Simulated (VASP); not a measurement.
Here is a VASP 6.6.1 calculation.

INCAR

```
PREC = Accurate
ENCUT = 520
EDIFF = 1E-6
ISMEAR = -1
SIGMA = 0.1
LREAL = False
LASPH = True
NELM = 60
ALGO = Normal
ISIF = 2
LWAVE = False
LCHARG = True
GGA = PS
LELF = True
LVHAR = True
NBANDS = 35
```

File KPOINTS:

```
regular mesh
0
Gamma
  3 3 1
```

POSCAR

```
Te2Mo
1.0
    3.5182000000      0.0000000000      0.0000000000
   -1.7591000000      3.0468505756      0.0000000000
    0.0000000000      0.0000000000     13.9736000000
Te Mo
4 2
Direct
    0.3333330000      0.6666670000      0.6210000000
    0.6666670000      0.3333330000      0.1210000000
    0.3333330000      0.6666670000      0.8790000000
    0.6666670000      0.3333330000      0.3790000000
    0.3333330000      0.6666670000      0.2500000000
    0.6666670000      0.3333330000      0.7500000000
```

Potentials or basis: VASP PAW PBE potentials, release 64 (Te, Mo_sv).

Run with:

```sh
$ cat potpaw_PBE.64/Te/POTCAR potpaw_PBE.64/Mo_sv/POTCAR > POTCAR
$ mpirun -np 1 vasp_std > vasp.out
```

(1) What does it give for the pressure?

(2) Predict the band gap on the k mesh.

## Answers

(1) -1.3 GPa.

(2) 0.99 eV.

Caveat: the k points lie up to 0.69 Å⁻¹ apart; the PAW data sets were made with another functional, which shifts forces and pressure a little; spin-orbit coupling is left out, which moves the levels of the heavy elements; this functional lacks dispersion, which binds layers or chains, so the pressure and a relaxed spacing across them are unreliable.
